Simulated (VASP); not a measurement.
# CuSi16 (a cell with a defect) in VASP: single point with PBE

Aim: the single point of CuSi16 (a cell with a defect) with PBE.

All numbers are computed with VASP 6.6.1; they aren't measurements. Logs are shortened: lines on timing, memory, paths and dates and some standing lists are left out, and cuts for length are marked.

## Step 1: The cell of the first run

The cell holds a defect, 17 atoms: a = 7.679 Å, b = 7.679 Å, c = 7.679 Å, α = 60.00°, β = 60.00°, γ = 60.00°.

## Step 2: Single point, PBE

Input file INCAR:

```
PREC = Accurate
ENCUT = 520
EDIFF = 1E-6
ISMEAR = -1
SIGMA = 0.02
LREAL = Auto
LASPH = True
NELM = 100
ALGO = Normal
ISIF = 2
LWAVE = False
LCHARG = False
GGA = PE
NBANDS = 52
NELECT = 74.0
```

Input file KPOINTS:

```
regular mesh
0
Gamma
  2 2 2
```

Input file POSCAR:

```
CuSi16
1.0
    0.0000000000      5.4300000000      5.4300000000
    5.4300000000      0.0000000000      5.4300000000
    5.4300000000      5.4300000000      0.0000000000
Si Cu
16 1
Direct
    0.0090553485      0.0052549510     -0.0230538269
    0.1270926575      0.1264859337      0.1112257141
   -0.0142679260     -0.0160785626      0.4861764236
    0.1080857811      0.1132301355      0.6072867072
    0.0054210537      0.4986395472      0.0015169213
    0.1368592980      0.6206094479      0.1203420167
    0.0055328955      0.4808939155      0.5064581146
    0.1276824078      0.6107073075      0.6280083799
    0.5003648150      0.0031980989      0.0009371998
    0.6212562764      0.1336141545      0.1214058727
    0.4775198234      0.0046423321      0.5093615338
    0.6110605403      0.1265349686      0.6274732906
    0.5094610168      0.5041257743      0.0105699401
    0.6320667430      0.6308559046      0.1325415025
    0.5010092463      0.4986996954      0.5060638092
    0.6200689480      0.6204827408      0.6375701155
    0.8418104746      0.8454577550      0.3408790854
```

Potentials or basis: VASP PAW PBE potentials, release 64 (Si, Cu).

The run is started by

```
$ cat potpaw_PBE.64/Si/POTCAR potpaw_PBE.64/Cu/POTCAR > POTCAR
$ mpirun -np 1 vasp_std > vasp.out
```

OUTCAR:

```text
PREC = Accurate
   ENCUT = 520
   EDIFF = 1E-6
   ISMEAR = -1
   LREAL = Auto
   LASPH = True
   NELM = 100
   ISIF = 2
   GGA = PE
   NELECT = 74.0

 ion  position               nearest neighbor table
   1  0.009  0.005  0.977-   4 2.33   2 2.34  17 2.35   6 2.41  10 2.43
   2  0.127  0.126  0.111-   5 2.34   1 2.34   9 2.34   3 2.36
   3  0.986  0.984  0.486-   4 2.34   8 2.35  12 2.36   2 2.36  17 2.68
   4  0.108  0.113  0.607-   7 2.32  11 2.33   1 2.33   3 2.34
   5  0.005  0.499  0.002-   6 2.33   2 2.34  14 2.34   8 2.34
   6  0.137  0.621  0.120-   5 2.33  13 2.34   1 2.41   7 2.42  17 2.48
   7  0.006  0.481  0.506-   4 2.32   8 2.34  17 2.36  16 2.42   6 2.42
   8  0.128  0.611  0.628-   7 2.34  15 2.34   5 2.34   3 2.35
   9  0.500  0.003  0.001-  10 2.33  14 2.34   2 2.34  12 2.34
  10  0.621  0.134  0.121-  13 2.33   9 2.33   1 2.43  11 2.43  17 2.45
  11  0.478  0.005  0.509-   4 2.33  12 2.34  17 2.35  16 2.41  10 2.43
  12  0.611  0.127  0.627-  15 2.34  11 2.34   9 2.34   3 2.36
  13  0.509  0.504  0.011-  14 2.33  10 2.33   6 2.34  16 2.34
  14  0.632  0.631  0.133-  13 2.33   9 2.34   5 2.34  15 2.34
  15  0.501  0.499  0.506-  16 2.34  12 2.34   8 2.34  14 2.34
  16  0.620  0.620  0.638-  15 2.34  13 2.34  11 2.41   7 2.42  17 2.49
  17  0.842  0.845  0.341-   1 2.35  11 2.35   7 2.36  10 2.45   6 2.48  16 2.49   3 2.68

  LATTYP: Found a face centered cubic cell.
 ALAT       =    10.8600000000

  Lattice vectors:

 A1 = (   0.0000000000,   5.4300000000,   5.4300000000)
 A2 = (   5.4300000000,   0.0000000000,   5.4300000000)
 A3 = (   5.4300000000,   5.4300000000,   0.0000000000)

Analysis of symmetry for initial positions (statically):
=====================================================================
 Subroutine PRICEL returns:
 Original cell was already a primitive cell.

 Routine SETGRP: Setting up the symmetry group for a
 face centered cubic supercell.

 Subroutine GETGRP returns: Found  1 space group operations
 (whereof  1 operations were pure point group operations)
 out of a pool of 48 trial point group operations.

The static configuration has the point symmetry C_1 .

Analysis of symmetry for dynamics (positions and initial velocities):
=====================================================================
 Subroutine PRICEL returns:
 Original cell was already a primitive cell.

 Routine SETGRP: Setting up the symmetry group for a
 face centered cubic supercell.

 Subroutine GETGRP returns: Found  1 space group operations
 (whereof  1 operations were pure point group operations)
 out of a pool of 48 trial point group operations.

The dynamic configuration has the point symmetry C_1 .

 Subroutine INISYM returns: Found  1 space group operations
 (whereof  1 operations are pure point group operations),
 and found     1 'primitive' translations

----------------------------------------------------------------------------------------

                                     Primitive cell

  volume of cell :     320.2060

  direct lattice vectors                    reciprocal lattice vectors
     0.000000000  5.430000000  5.430000000    -0.092081031  0.092081031  0.092081031
     5.430000000  0.000000000  5.430000000     0.092081031 -0.092081031  0.092081031
     5.430000000  5.430000000  0.000000000     0.092081031  0.092081031 -0.092081031

  length of vectors
     7.679179644  7.679179644  7.679179644     0.159489025  0.159489025  0.159489025

  position of ions in fractional coordinates (direct lattice)
     0.009055348  0.005254951  0.976946173
     0.127092658  0.126485934  0.111225714
     0.985732074  0.983921437  0.486176424
     0.108085781  0.113230135  0.607286707
     0.005421054  0.498639547  0.001516921
     0.136859298  0.620609448  0.120342017
[... 9 lines left out ...]
     0.620068948  0.620482741  0.637570115
     0.841810475  0.845457755  0.340879085

  ion indices of the primitive-cell ions
   primitive index   ion index
                 1           1
                 2           2
                 3           3
                 4           4
                 5           5
                 6           6
[... 9 lines left out ...]
                16          16
                17          17

----------------------------------------------------------------------------------------

 KPOINTS: regular mesh

Automatic generation of k-mesh.
 Grid dimensions read from file:
 generate k-points for:    2    2    2

 Generating k-lattice:

  Cartesian coordinates                     Fractional coordinates (reciprocal lattice)
    -0.046040516  0.046040516  0.046040516     0.500000000  0.000000000  0.000000000
     0.046040516 -0.046040516  0.046040516     0.000000000  0.500000000  0.000000000
     0.046040516  0.046040516 -0.046040516     0.000000000  0.000000000  0.500000000

  Length of vectors
     0.079744512  0.079744512  0.079744512

  Shift w.r.t. Gamma in fractional coordinates (k-lattice)
     0.000000000  0.000000000  0.000000000

 Subroutine IBZKPT returns following result:
 ===========================================

 Found      8 irreducible k-points:

 Following reciprocal coordinates:
            Coordinates               Weight
  0.000000  0.000000  0.000000      1.000000
  0.500000  0.000000  0.000000      1.000000
  0.000000  0.500000  0.000000      1.000000
  0.000000  0.000000  0.500000      1.000000
  0.500000  0.500000  0.500000      1.000000
  0.500000  0.500000  0.000000      1.000000
  0.000000  0.500000  0.500000      1.000000
  0.500000  0.000000  0.500000      1.000000
   k-points           NKPTS =      8   k-points in BZ     NKDIM =      8   number of bands    NBANDS=     52
   number of dos      NEDOS =    301   number of ions     NIONS =     17
   total plane-waves  NPLWV = 216000
   dimension x,y,z NGX =    60 NGY =   60 NGZ =   60
   dimension x,y,z NGXF=   120 NGYF=  120 NGZF=  120
   ions per type =              16   1
   NGX,Y,Z   is equivalent  to a cutoff of  12.99, 12.99, 12.99 a.u.
   NGXF,Y,Z  is equivalent  to a cutoff of  25.98, 25.98, 25.98 a.u.
 SYSTEM =  unknown system
   PREC   = accura    normal or accurate (medium, high low for compatibility)
   ISTART =      0    job   : 0-new  1-cont  2-samecut
   ICHARG =      2    charge: 1-file 2-atom 10-const
   ISPIN  =      1    spin polarized calculation?
   LNONCOLLINEAR =      F non collinear calculations
   LSORBIT =      F    spin-orbit coupling
   LASPH  =      T    aspherical Exc in radial PAW
   ENCUT  =  520.0 eV  38.22 Ry    6.18 a.u.  14.28 14.28 14.28*2*pi/ulx,y,z
   NELM   =    100;   NELMIN=  2; NELMDL= -5     # of ELM steps
   EDIFF  = 0.1E-05   stopping-criterion for ELM
   LREAL  =      T    real-space projection
   EDIFFG = 0.1E-04   stopping-criterion for IOM
   NSW    =      0    number of steps for IOM
[... 5 lines left out ...]
   TEBEG  =    0.0;   TEEND  =   0.0 temperature during run
   PSTRESS=    0.0 pullay stress
   NELECT =      74.0000    total number of electrons
   NUPDOWN=      -1.0000    fix difference up-down
   EMIN   =  10.00;   EMAX   =-10.00  energy-range for DOS
   EFERMI =   0.00;   METHOD = LEGACY
   ISMEAR =    -1;   SIGMA  =   0.02  broadening in eV -4-tet -1-fermi 0-gaus
   EFERMI_NEDOS =   21; number of points for ismear=-14 and -15
   IALGO  =     38    algorithm
   IMIX   =      4    mixing-type and parameters
     AMIX     =   0.40;   BMIX     =  1.00
     AMIX_MAG =   1.60;   BMIX_MAG =  1.00
  volume/ion in A,a.u.               =      18.84       127.11
  Fermi-wavevector in a.u.,A,eV,Ry     =   1.004636  1.898488 13.732283  1.009294
  Thomas-Fermi vector in A             =   2.137265
   LORBIT       =      0    0 simple, 1 ext, 2 COOP (PROOUT), +10 PAW based schemes
   GGA     = PE    functional components
   LHFCALC =     F    Hartree Fock is set to
   AEXX    =    0.0000 exact exchange contribution
   IVDW    =     0    specifies the selected vdW correction
   LEPSILON=     F    determine dielectric tensor
   LRPA    =     F    only Hartree local field effects (RPA)
 non-spin polarized calculation
  energy-cutoff  :      520.00
  volume of cell :      320.21
 maximum number of plane-waves:      8646
 NGX is ok and might be reduce to    60
   NGX = 29   NGY = 29   NGZ = 29

 number of electron      74.0000001 magnetization

 Free energy of the ion-electron system (eV)
  ---------------------------------------------------
  ext. energy  EPLUGINS =         0.00000000
  ---------------------------------------------------
  free energy    TOTEN  =       -94.21749307 eV

  energy without entropy =      -94.21319713  energy(sigma->0) =      -94.21534510

 E-fermi :   6.4070     XC(G=0):  -9.6119

 val. band max:        6.3728343374   @ k =   0.0000   0.0000   0.0000
 cond. band min:       6.4411138484   @ k =   0.0000   0.0000   0.0000
 fundamental gap:      0.0682795110
 Fermi energy:         6.4069862016

 k-point     1 :       0.0000    0.0000    0.0000
  band No.  band energies     occupation
      1      -5.8929      2.00000
      2      -3.5286      2.00000
      3      -3.4991      2.00000
      4      -3.4962      2.00000
      5      -3.4641      2.00000
      6      -1.9960      2.00000
[... 41 lines left out ...]
     48       8.4909      0.00000
     49       8.5407      0.00000

 k-point     2 :       0.5000    0.0000    0.0000
  band No.  band energies     occupation
      1      -5.1917      2.00000
      2      -4.9703      2.00000
      3      -3.2979      2.00000
      4      -3.2350      2.00000
      5      -3.1455      2.00000
      6      -3.0398      2.00000
[... 41 lines left out ...]
     48       9.8481      0.00000
     49       9.9514      0.00000

 k-point     3 :       0.0000    0.5000    0.0000
  band No.  band energies     occupation
      1      -5.1896      2.00000
      2      -4.9702      2.00000
      3      -3.3046      2.00000
      4      -3.2361      2.00000
      5      -3.1455      2.00000
      6      -3.0400      2.00000
[... 41 lines left out ...]
     48       9.8546      0.00000
     49       9.9661      0.00000

 k-point     4 :       0.0000    0.0000    0.5000
  band No.  band energies     occupation
      1      -5.1919      2.00000
      2      -4.9704      2.00000
      3      -3.2973      2.00000
      4      -3.2346      2.00000
      5      -3.1458      2.00000
      6      -3.0399      2.00000
[... 41 lines left out ...]
     48       9.8474      0.00000
     49       9.9485      0.00000

 k-point     5 :       0.5000    0.5000    0.5000
  band No.  band energies     occupation
      1      -5.2561      2.00000
      2      -4.8971      2.00000
      3      -3.2219      2.00000
      4      -3.2155      2.00000
      5      -3.2136      2.00000
      6      -3.0670      2.00000
[... 41 lines left out ...]
     48       9.8149      0.00000
     49       9.8399      0.00000

 k-point     6 :       0.5000    0.5000    0.0000
  band No.  band energies     occupation
      1      -4.9299      2.00000
      2      -4.7127      2.00000
      3      -3.8855      2.00000
      4      -3.7675      2.00000
      5      -3.7515      2.00000
      6      -3.7294      2.00000
[... 41 lines left out ...]
     48      10.4604      0.00000
     49      10.4642      0.00000

 k-point     7 :       0.0000    0.5000    0.5000
  band No.  band energies     occupation
      1      -4.9301      2.00000
      2      -4.7124      2.00000
      3      -3.8856      2.00000
      4      -3.7676      2.00000
      5      -3.7511      2.00000
      6      -3.7297      2.00000
[... 41 lines left out ...]
     48      10.4598      0.00000
     49      10.4653      0.00000

 k-point     8 :       0.5000    0.0000    0.5000
  band No.  band energies     occupation
      1      -4.9308      2.00000
      2      -4.7117      2.00000
      3      -3.8873      2.00000
      4      -3.7678      2.00000
      5      -3.7482      2.00000
      6      -3.7311      2.00000
[... 41 lines left out ...]
     48      10.4551      0.00000
     49      10.4700      0.00000
 [bands above 49 left out]

------------------------ aborting loop because EDIFF is reached ----------------------------------------

  FORCE on cell =-STRESS in cart. coord.  units (eV):
  Direction    XX          YY          ZZ          XY          YZ          ZX
  --------------------------------------------------------------------------------------
  -------------------------------------------------------------------------------------
  Total       -1.8172508     -1.2906715     -1.8904572     -0.3535406     -0.2797540      0.2815676
  in kB       -9.0927649     -6.4579816     -9.4590595     -1.7689696     -1.3997724      1.4088468
  external PRESSURE =      -8.3366020 kB  Pullay stress =       0.0000000 kB

 VOLUME and BASIS-vectors are now :
 -----------------------------------------------------------------------------
  energy-cutoff  :      520.00
  volume of cell :      320.21
      direct lattice vectors                 reciprocal lattice vectors
     0.000000000  5.430000000  5.430000000    -0.092081031  0.092081031  0.092081031
     5.430000000  0.000000000  5.430000000     0.092081031 -0.092081031  0.092081031
     5.430000000  5.430000000  0.000000000     0.092081031  0.092081031 -0.092081031

 POSITION                                       TOTAL-FORCE (eV/Angst)
 -----------------------------------------------------------------------------------
      5.33335      5.35399      0.07770        -0.011180      0.004062     -0.066066
      1.29077      1.29407      1.37693         0.005840      0.026022     -0.001818
      7.98263      7.99246     10.69522         0.055273      0.045922      0.050583
      3.91241      3.88447      1.20175        -0.013640      0.003484     -0.007199
      2.71585      0.03767      2.73705        -0.000465     -0.001920     -0.000375
      4.02337      1.39660      4.11306        -0.013518     -0.039213      0.059606
[... 9 lines left out ...]
      6.83123      6.82898      6.73620         0.044097     -0.029811     -0.019354
      6.44181      6.42200      9.16187        -0.000052      0.041239     -0.016416
 -----------------------------------------------------------------------------------
    total drift:                                0.003511      0.000088      0.003471

  FREE ENERGIE OF THE ION-ELECTRON SYSTEM (eV)
  ---------------------------------------------------
  free  energy   TOTEN  =       -94.2174930723 eV

  energy  without entropy=      -94.2131971309  energy(sigma->0) =      -94.21534510
```

Run time: 3.9 min. Hardware: 1 thread of Intel Xeon 6975P-C (Granite Rapids), shared host; peak memory 0.48 GiB.

What came out:

| Item | Value |
| --- | --- |
| Free energy | -94.2175 eV |
| Largest force | 0.088 eV/Å |

Forces on the atoms (eV/Å):
```
Si  -0.011  0.004 -0.066
Si   0.006  0.026 -0.002
Si   0.055  0.046  0.051
Si  -0.014  0.003 -0.007
Si   0.000 -0.002  0.000
Si  -0.014 -0.039  0.060
Si   0.008 -0.015  0.004
Si   0.012 -0.004  0.014
Si  -0.002 -0.016 -0.008
Si  -0.009 -0.005  0.015
Si  -0.053  0.007 -0.012
Si  -0.003  0.028  0.008
Si   0.002 -0.024  0.001
Si  -0.022 -0.017 -0.021
Si   0.002 -0.004 -0.001
Si   0.044 -0.030 -0.019
Cu   0.000  0.041 -0.016
```

Levels at points of the mesh, in eV from the Fermi level:
| k point | band 33 | band 34 | band 35 | band 36 | band 37 | band 38 | band 39 | band 40 | band 41 | band 42 |
| --- | --- | --- | --- | --- | --- | --- | --- | --- | --- | --- |
| (0.00, 0.00, 0.00) | -1.09 | -1.05 | -0.65 | -0.18 | -0.03 | 0.03 | 0.35 | 0.59 | 0.61 | 0.70 |
| (0.50, 0.00, 0.00) | -2.03 | -0.96 | -0.91 | -0.87 | -0.78 | 0.52 | 1.13 | 1.23 | 1.31 | 1.43 |
| (0.00, 0.50, 0.00) | -2.03 | -0.97 | -0.91 | -0.87 | -0.74 | 0.55 | 1.12 | 1.23 | 1.31 | 1.43 |
| (0.00, 0.00, 0.50) | -2.03 | -0.96 | -0.91 | -0.87 | -0.78 | 0.52 | 1.13 | 1.23 | 1.31 | 1.43 |
| (0.50, 0.50, 0.50) | -2.16 | -0.92 | -0.90 | -0.61 | -0.54 | 0.52 | 0.97 | 1.35 | 1.37 | 1.59 |
| (0.50, 0.50, 0.00) | -1.85 | -1.52 | -1.50 | -1.43 | -1.12 | 0.66 | 0.97 | 1.92 | 2.04 | 2.18 |
| (0.00, 0.50, 0.50) | -1.85 | -1.52 | -1.50 | -1.43 | -1.12 | 0.66 | 0.97 | 1.92 | 2.04 | 2.18 |
| (0.50, 0.00, 0.50) | -1.83 | -1.54 | -1.47 | -1.44 | -1.11 | 0.65 | 0.97 | 1.91 | 2.05 | 2.18 |

Caveat: the k points lie up to 0.50 Å⁻¹ apart; the cell carries a net charge on a neutralising background, which shifts energy and pressure; the cell is charged against a uniform background, so pressure and absolute levels hang on convention.
